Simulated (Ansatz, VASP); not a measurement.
## Two plane-wave programs on BaSnAu

```
CELL_PARAMETERS angstrom
4.06366 0.00000 0.00000
0.00000 4.06366 0.00000
0.00000 0.00000 6.29865
ATOMIC_POSITIONS crystal
Ba 0.00000 0.00000 0.00000
Sn 0.50000 0.50000 0.50000
Au 0.00000 0.00000 0.50000
```

Alike in both runs: task relaxation of cell and atoms; functional PBE; k mesh 4 × 4 × 4; occupations gaussian, width 0.1 eV; no spin polarisation.

|  | VASP | Ansatz |
| --- | --- | --- |
| version | VASP 6.6.1 | Ansatz 0.2.0 |
| potentials or method | VASP PAW PBE potentials, release 64 (Ba_sv, Sn_d, Au), cutoff 600 eV | scalar-relativistic, plane waves, PAW |
| valence electrons in the cell | 35 | 43 |

VASP gave:

```
gap on the k mesh at the Fermi level, each at its own relaxed structure (eV) : none
relaxed volume (Å³/atom)                                                     : 34.18
relaxed cell length with the largest relative difference (Å)                 : 6.338
```

**Question.** Estimate Ansatz's values.

**Answer.** gap on the k mesh at the Fermi level, each at its own relaxed structure (eV): none; relaxed volume (Å³/atom): 33.74; relaxed cell length with the largest relative difference (Å): 6.275.

A gap of «none» marks a metal or a gap that the smearing closes. VASP's potentials hold 35 valence electrons a cell and Ansatz's 43, so a difference there can come from the potentials and not from the codes.

The k mesh is coarse, so the values compare programs but aren't converged. Neither program's run includes spin-orbit coupling.
